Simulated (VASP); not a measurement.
# Ga2P: single point with PBE

The system is Ga2P.

```
Ga P
1.0
     2.85379    0.00000    0.00000
    -1.42690    2.47146    0.00000
     0.00000    0.00000   15.41222
Ga P
4 2
Direct
  0.33333 0.66667 0.84582
  0.33333 0.66667 0.65418
  0.66667 0.33333 0.15418
  0.66667 0.33333 0.34582
  0.00000 0.00000 0.00000
  0.00000 0.00000 0.50000
```

| Item | Value |
| --- | --- |
| Program | VASP 6.6.1 |
| Task | single point |
| Functional | PBE |
| Potentials or basis | VASP PAW PBE potentials, release 64 (Ga_d, P) |
| Cutoff | 520 eV |
| k mesh | 12 × 12 × 2 |
| Occupations | gaussian, width 0.1 eV |
| Spin | no spin polarisation |

```
Pressure               : 0.0 GPa
Band gap on the k mesh : zero (band 31 reaches 11.14 eV, above the bottom of band 32 at 4.43 eV)
```

Levels at points of the mesh, in eV from the Fermi level:
| k point | band 27 | band 28 | band 29 | band 30 | band 31 | band 32 | band 33 | band 34 |
| --- | --- | --- | --- | --- | --- | --- | --- | --- |
| (0.00, 0.00, 0.00) | -5.31 | -2.55 | -1.13 | 3.42 | 3.53 | 4.83 | 4.83 | 4.83 |
| (0.50, 0.00, 0.00) | -3.84 | -3.09 | -2.95 | -2.82 | -1.39 | -1.09 | 0.07 | 1.21 |
| (0.00, 0.00, 0.50) | -4.12 | -4.12 | 0.78 | 0.78 | 4.83 | 4.83 | 4.83 | 4.83 |
| (0.50, 0.00, 0.50) | -3.81 | -3.81 | -2.18 | -2.18 | -1.87 | -1.87 | 0.92 | 0.92 |

Run time: 2.9 min on 1 thread of AMD EPYC 9R45 (Zen 5), with other jobs on the host, peak memory 0.28 GiB.
